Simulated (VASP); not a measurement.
# Ce (Im-3m) in VASP: a series of runs

Ce is run at these levels: PBE; tasks: single point.

Program: VASP 6.6.1. These are calculated values, not measurements. Logs are shortened: lines on timing, memory, paths and dates and some standing lists are left out, and cuts for length are marked.

### 1 The cell of the first run

The structure is cubic, space group Im-3m (No. 229). The conventional cell has a = 3.792 Å, b = 3.792 Å, c = 3.792 Å, α = 90.00°, β = 90.00°, γ = 90.00°. Within 4.3 Å of Ce (site symmetry m-3m) lie 14 Ce at 3.28 to 3.79 Å.

This isn't the form of Ce at room conditions, which is fcc.

### 2 Single point, PBE

INCAR reads:

```
SYSTEM = Ce
PREC = Accurate ; ENCUT = 520
EDIFF = 1E-7 ; ISMEAR = -1
SIGMA = 0.06122561905347299 ; LREAL = .False.
LASPH = .True. ; NELM = 80
ALGO = Normal ; ISIF = 2
LWAVE = .False. ; LCHARG = .True.
GGA = PE ; LELF = .True.
LVHAR = .True. ; NBANDS = 12
```

KPOINTS reads:

```
Automatic mesh
0
Gamma
  40 40 40
  0 0 0
```

POSCAR reads:

```
Ce
1.0
   -1.8961765215      1.8961765215      1.8961765215
    1.8961765215     -1.8961765215      1.8961765215
    1.8961765215      1.8961765215     -1.8961765215
Ce
1
Direct
    0.0000000000      0.0000000000      0.0000000000
```

Potentials or basis: VASP PAW PBE potentials, release 64 (Ce).

Command:

```
$ cat potpaw_PBE.64/Ce/POTCAR > POTCAR
$ mpirun -np 1 vasp_std > vasp.out
```

OUTCAR:

```text
SYSTEM = Ce
   PREC = Accurate
   ENCUT = 520
   EDIFF = 1E-7
   ISMEAR = -1
   LREAL = .False.
   LASPH = .True.
   NELM = 80
   ISIF = 2
   GGA = PE

 ion  position               nearest neighbor table
   1  0.000  0.000  0.000-

  LATTYP: Found a body centered cubic cell.
 ALAT       =     3.7923530430

  Lattice vectors:

 A1 = (  -1.8961765215,   1.8961765215,   1.8961765215)
 A2 = (   1.8961765215,  -1.8961765215,   1.8961765215)
 A3 = (   1.8961765215,   1.8961765215,  -1.8961765215)

Analysis of symmetry for initial positions (statically):
=====================================================================
 Subroutine PRICEL returns:
 Original cell was already a primitive cell.

 Routine SETGRP: Setting up the symmetry group for a
 body centered cubic supercell.

 Subroutine GETGRP returns: Found 48 space group operations
 (whereof 48 operations were pure point group operations)
 out of a pool of 48 trial point group operations.

The static configuration has the point symmetry O_h .

Analysis of symmetry for dynamics (positions and initial velocities):
=====================================================================
 Subroutine PRICEL returns:
 Original cell was already a primitive cell.

 Routine SETGRP: Setting up the symmetry group for a
 body centered cubic supercell.

 Subroutine GETGRP returns: Found 48 space group operations
 (whereof 48 operations were pure point group operations)
 out of a pool of 48 trial point group operations.

The dynamic configuration has the point symmetry O_h .

 Subroutine INISYM returns: Found 48 space group operations
 (whereof 48 operations are pure point group operations),
 and found     1 'primitive' translations

----------------------------------------------------------------------------------------

                                     Primitive cell

  volume of cell :      27.2707

  direct lattice vectors                    reciprocal lattice vectors
    -1.896176521  1.896176521  1.896176521     0.000000000  0.263688530  0.263688530
     1.896176521 -1.896176521  1.896176521     0.263688530  0.000000000  0.263688530
     1.896176521  1.896176521 -1.896176521     0.263688530  0.263688530  0.000000000

  length of vectors
     3.284274075  3.284274075  3.284274075     0.372911896  0.372911896  0.372911896

[... 77 lines left out ...]
   NELM   =     80;   NELMIN=  2; NELMDL= -5     # of ELM steps
   EDIFF  = 0.1E-06   stopping-criterion for ELM
   LREAL  =      F    real-space projection
   EDIFFG = 0.1E-05   stopping-criterion for IOM
   NSW    =      0    number of steps for IOM
   IBRION =     -1    ionic relax: 0-MD 1-quasi-New 2-CG
   NFREE  =      0    steps in history (QN), initial steepest desc. (CG)
   ISIF   =      2    stress and relaxation
   ISYM   =      2    0-nonsym 1-usesym 2-fastsym
   POTIM  = 0.5000    time-step for ionic-motion
   TEBEG  =    0.0;   TEEND  =   0.0 temperature during run
   PSTRESS=    0.0 pullay stress
   NELECT =      12.0000    total number of electrons
   NUPDOWN=      -1.0000    fix difference up-down
   EMIN   =  10.00;   EMAX   =-10.00  energy-range for DOS
   EFERMI =   0.00;   METHOD = LEGACY
   ISMEAR =    -1;   SIGMA  =   0.06  broadening in eV -4-tet -1-fermi 0-gaus
   EFERMI_NEDOS =   21; number of points for ismear=-14 and -15
   IALGO  =     38    algorithm
   IMIX   =      4    mixing-type and parameters
     AMIX     =   0.40;   BMIX     =  1.00
     AMIX_MAG =   1.60;   BMIX_MAG =  1.00
  volume/ion in A,a.u.               =      27.27       184.03
  Fermi-wavevector in a.u.,A,eV,Ry     =   1.245192  2.353073 21.095891  1.550504
  Thomas-Fermi vector in A             =   2.379426
   LORBIT       =      0    0 simple, 1 ext, 2 COOP (PROOUT), +10 PAW based schemes
   GGA     = PE    functional components
   LHFCALC =     F    Hartree Fock is set to
   AEXX    =    0.0000 exact exchange contribution
   IVDW    =     0    specifies the selected vdW correction
   LEPSILON=     F    determine dielectric tensor
   LRPA    =     F    only Hartree local field effects (RPA)
 non-spin polarized calculation
  energy-cutoff  :      520.00
  volume of cell :       27.27
 maximum number of plane-waves:       751
   NGX = 13   NGY = 13   NGZ = 13

 number of electron      12.0000000 magnetization

 Free energy of the ion-electron system (eV)
  ---------------------------------------------------
  ext. energy  EPLUGINS =         0.00000000
  ---------------------------------------------------
  free energy    TOTEN  =        -5.72298923 eV

  energy without entropy =       -5.66975723  energy(sigma->0) =       -5.69637323

 E-fermi :   8.9483     XC(G=0): -11.1449

 val. band max:        8.9476429551   @ k =  -0.1000   0.1000   0.0750
 cond. band min:       8.9487380552   @ k =   0.3750   0.2500   0.0000
 fundamental gap:      0.0010951001
 Fermi energy:         8.9483124460

 k-point     1 :       0.0000    0.0000    0.0000
  band No.  band energies     occupation
      1     -25.7033      2.00000
      2      -6.9819      2.00000
      3      -6.9819      2.00000
      4      -6.9819      2.00000
      5       6.1177      2.00000
      6       9.0665      0.25336
      7       9.0665      0.25336
      8       9.0665      0.25336
      9       9.9202      0.00000
     10       9.9202      0.00000
     11       9.9202      0.00000
     12      10.1650      0.00000
[... 331 lines left out ...]
 k-point    24 :       0.0750    0.0250    0.0000
  band No.  band energies     occupation
      1     -25.6670      2.00000
      2      -7.2272      2.00000
      3      -7.0441      2.00000
      4      -6.9925      2.00000
      5       6.4814      2.00000
      6       8.9910      0.66520
      7       9.0364      0.38358
      8       9.0775      0.21630
      9       9.8159      0.00000
     10       9.8509      0.00000
     11       9.8934      0.00000
     12      10.0387      0.00000

 [... further k-points ...]
[... 5 lines left out ...]
  --------------------------------------------------------------------------------------
  -------------------------------------------------------------------------------------
  Total       -0.0094746     -0.0094746     -0.0094746      0.0000000      0.0000000     -0.0000000
  in kB       -0.5566392     -0.5566392     -0.5566392      0.0000000      0.0000000     -0.0000000
  external PRESSURE =      -0.5566392 kB  Pullay stress =       0.0000000 kB

 VOLUME and BASIS-vectors are now :
 -----------------------------------------------------------------------------
  energy-cutoff  :      520.00
  volume of cell :       27.27
      direct lattice vectors                 reciprocal lattice vectors
    -1.896176521  1.896176521  1.896176521     0.000000000  0.263688530  0.263688530
     1.896176521 -1.896176521  1.896176521     0.263688530  0.000000000  0.263688530
     1.896176521  1.896176521 -1.896176521     0.263688530  0.263688530  0.000000000

 POSITION                                       TOTAL-FORCE (eV/Angst)
 -----------------------------------------------------------------------------------
      0.00000      0.00000      0.00000         0.000000     -0.000000      0.000000
 -----------------------------------------------------------------------------------
    total drift:                               -0.000000     -0.000000      0.000000

  FREE ENERGIE OF THE ION-ELECTRON SYSTEM (eV)
  ---------------------------------------------------
  free  energy   TOTEN  =        -5.7229892281 eV

  energy  without entropy=       -5.6697572288  energy(sigma->0) =       -5.69637323
```

Wall time 3.9 min (1 thread of AMD EPYC 9R45 (Zen 5), shared host); peak memory 0.69 GiB.

Results:

```yaml
Free_energy: -5.7230 eV
Pressure: -0.1 GPa
Band_gap_on_the_k_mesh: zero (bands 6 and 7 overlap by 1.05 eV)
```

Caveat: spin-orbit coupling is left out, which moves the levels of the heavy elements; semilocal functionals describe open f shells poorly, which spoils levels, moments and volumes. Spin polarisation is off, so any magnetic state and its effect on volume and gap are missing.

### 3 Single point, PBE

This run uses another cell than the first one, of 27.82 Å³/atom.

INCAR reads:

```
SYSTEM = Ce
ALGO = Normal
EDIFF = 1E-6
ENCUT = 520
GGA = PE
ISIF = 2
ISMEAR = -1
LASPH = .TRUE.
LCHARG = .TRUE.
LELF = .TRUE.
LREAL = .FALSE.
LVHAR = .TRUE.
LWAVE = .FALSE.
NBANDS = 12
NELM = 60
PREC = Accurate
SIGMA = 0.06122561905347299
```

KPOINTS reads:

```
k-points
0
G
  40 40 40
  0 0 0
```

POSCAR reads:

```
Ce
1.0
   -1.9087343479      1.9087343479      1.9087343479
    1.9087343479     -1.9087343479      1.9087343479
    1.9087343479      1.9087343479     -1.9087343479
Ce
1
Direct
    0.0000000000      0.0000000000      0.0000000000
```

Potentials or basis: VASP PAW PBE potentials, release 64 (Ce).

Command:

```
$ cat potpaw_PBE.64/Ce/POTCAR > POTCAR
$ mpirun -np 1 vasp_std > vasp.out
```

OUTCAR:

```text
SYSTEM = Ce
   EDIFF = 1E-6
   ENCUT = 520
   GGA = PE
   ISIF = 2
   ISMEAR = -1
   LASPH = .TRUE.
   LREAL = .FALSE.
   NELM = 60
   PREC = Accurate

 ion  position               nearest neighbor table
   1  0.000  0.000  0.000-

  LATTYP: Found a body centered cubic cell.
 ALAT       =     3.8174686958

  Lattice vectors:

 A1 = (  -1.9087343479,   1.9087343479,   1.9087343479)
 A2 = (   1.9087343479,  -1.9087343479,   1.9087343479)
 A3 = (   1.9087343479,   1.9087343479,  -1.9087343479)

Analysis of symmetry for initial positions (statically):
=====================================================================
 Subroutine PRICEL returns:
 Original cell was already a primitive cell.

 Routine SETGRP: Setting up the symmetry group for a
 body centered cubic supercell.

 Subroutine GETGRP returns: Found 48 space group operations
 (whereof 48 operations were pure point group operations)
 out of a pool of 48 trial point group operations.

The static configuration has the point symmetry O_h .

Analysis of symmetry for dynamics (positions and initial velocities):
=====================================================================
 Subroutine PRICEL returns:
 Original cell was already a primitive cell.

 Routine SETGRP: Setting up the symmetry group for a
 body centered cubic supercell.

 Subroutine GETGRP returns: Found 48 space group operations
 (whereof 48 operations were pure point group operations)
 out of a pool of 48 trial point group operations.

The dynamic configuration has the point symmetry O_h .

 Subroutine INISYM returns: Found 48 space group operations
 (whereof 48 operations are pure point group operations),
 and found     1 'primitive' translations

----------------------------------------------------------------------------------------

[... 109 lines left out ...]
     AMIX     =   0.40;   BMIX     =  1.00
     AMIX_MAG =   1.60;   BMIX_MAG =  1.00
  volume/ion in A,a.u.               =      27.82       187.71
  Fermi-wavevector in a.u.,A,eV,Ry     =   1.237000  2.337591 20.819219  1.530169
  Thomas-Fermi vector in A             =   2.371585
   LORBIT       =      0    0 simple, 1 ext, 2 COOP (PROOUT), +10 PAW based schemes
   GGA     = PE    functional components
   LHFCALC =     F    Hartree Fock is set to
   AEXX    =    0.0000 exact exchange contribution
   IVDW    =     0    specifies the selected vdW correction
   LEPSILON=     F    determine dielectric tensor
   LRPA    =     F    only Hartree local field effects (RPA)
 non-spin polarized calculation
  energy-cutoff  :      520.00
  volume of cell :       27.82
 maximum number of plane-waves:       767
 NGX is ok and might be reduce to    28
   NGX = 13   NGY = 13   NGZ = 13

 number of electron      12.0000000 magnetization

 Free energy of the ion-electron system (eV)
  ---------------------------------------------------
  ext. energy  EPLUGINS =         0.00000000
  ---------------------------------------------------
  free energy    TOTEN  =        -5.72251788 eV

  energy without entropy =       -5.66691489  energy(sigma->0) =       -5.69471639

 E-fermi :   8.7450     XC(G=0): -11.0488

 val. band max:        8.7439916190   @ k =   0.1750   0.0500   0.0000
 cond. band min:       8.7450951876   @ k =  -0.4000   0.5000   0.2000
 fundamental gap:      0.0011035686
 Fermi energy:         8.7449611849

 k-point     1 :       0.0000    0.0000    0.0000
  band No.  band energies     occupation
      1     -25.9008      2.00000
      2      -7.2583      2.00000
      3      -7.2583      2.00000
      4      -7.2583      2.00000
      5       5.8612      2.00000
      6       8.8628      0.25456
      7       8.8628      0.25456
      8       8.8628      0.25456
      9       9.6841      0.00000
     10       9.6841      0.00000
     11       9.6841      0.00000
     12       9.9209      0.00000
[... 331 lines left out ...]
 k-point    24 :       0.0750    0.0250    0.0000
  band No.  band energies     occupation
      1     -25.8660      2.00000
      2      -7.4903      2.00000
      3      -7.3170      2.00000
      4      -7.2680      2.00000
      5       6.2154      2.00000
      6       8.7916      0.63635
      7       8.8351      0.37321
      8       8.8736      0.21796
      9       9.5865      0.00000
     10       9.6193      0.00000
     11       9.6587      0.00000
     12       9.8005      0.00000

 [... further k-points ...]
[... 5 lines left out ...]
  --------------------------------------------------------------------------------------
  -------------------------------------------------------------------------------------
  Total       -0.1075164     -0.1075164     -0.1075164      0.0000000      0.0000000      0.0000000
  in kB       -6.1928246     -6.1928246     -6.1928246      0.0000000      0.0000000      0.0000000
  external PRESSURE =      -6.1928246 kB  Pullay stress =       0.0000000 kB

 VOLUME and BASIS-vectors are now :
 -----------------------------------------------------------------------------
  energy-cutoff  :      520.00
  volume of cell :       27.82
      direct lattice vectors                 reciprocal lattice vectors
    -1.908734348  1.908734348  1.908734348     0.000000000  0.261953687  0.261953687
     1.908734348 -1.908734348  1.908734348     0.261953687  0.000000000  0.261953687
     1.908734348  1.908734348 -1.908734348     0.261953687  0.261953687  0.000000000

 POSITION                                       TOTAL-FORCE (eV/Angst)
 -----------------------------------------------------------------------------------
      0.00000      0.00000      0.00000         0.000000      0.000000     -0.000000
 -----------------------------------------------------------------------------------
    total drift:                                0.000000      0.000000      0.000000

  FREE ENERGIE OF THE ION-ELECTRON SYSTEM (eV)
  ---------------------------------------------------
  free  energy   TOTEN  =        -5.7225178845 eV

  energy  without entropy=       -5.6669148914  energy(sigma->0) =       -5.69471639
```

OSZICAR:

```text
N       E                     dE             d eps       ncg     rms          rms(c)
DAV:   1     0.967521685394E+02    0.96752E+02   -0.51754E+03 40072   0.128E+03
DAV:   2    -0.120843901983E+00   -0.96873E+02   -0.91150E+02 52248   0.186E+02
DAV:   3    -0.610338622848E+01   -0.59825E+01   -0.56955E+01 45044   0.690E+01
DAV:   4    -0.640993689067E+01   -0.30655E+00   -0.28109E+00 74776   0.116E+01
DAV:   5    -0.641702177317E+01   -0.70849E-02   -0.70753E-02 60308   0.190E+00    0.808E+00
DAV:   6    -0.684372235919E+01   -0.42670E+00   -0.19740E+01 65656   0.217E+01    0.103E+01
DAV:   7    -0.589121210106E+01    0.95251E+00   -0.98103E+00 70600   0.221E+01    0.440E+00
DAV:   8    -0.571820377299E+01    0.17301E+00   -0.14674E+00 64304   0.730E+00    0.560E-01
DAV:   9    -0.572106601482E+01   -0.28622E-02   -0.40755E-02 62336   0.131E+00    0.242E-01
DAV:  10    -0.572238718312E+01   -0.13212E-02   -0.69129E-03 72072   0.393E-01    0.163E-01
DAV:  11    -0.572254986092E+01   -0.16268E-03   -0.12999E-03 71676   0.280E-01    0.855E-02
DAV:  12    -0.572253136089E+01    0.18500E-04   -0.55704E-04 69936   0.150E-01    0.368E-02
DAV:  13    -0.572251967632E+01    0.11685E-04   -0.41234E-05 72408   0.472E-02    0.125E-02
DAV:  14    -0.572251803082E+01    0.16455E-05   -0.80151E-06 73368   0.176E-02    0.119E-03
DAV:  15    -0.572251788451E+01    0.14631E-06   -0.77244E-08 26336   0.236E-03
   1 F= -.57225179E+01 E0= -.56947164E+01  d E =-.556030E-01
```

Wall time 6.3 min (1 thread of AMD EPYC 9R45 (Zen 5), shared host); peak memory 0.73 GiB.

Results:

```
Free energy            : -5.7225 eV
Pressure               : -0.6 GPa
Band gap on the k mesh : zero (bands 6 and 7 overlap by 1.01 eV)
```

Caveat: spin-orbit coupling is left out, which moves the levels of the heavy elements; semilocal functionals describe open f shells poorly, which spoils levels, moments and volumes.
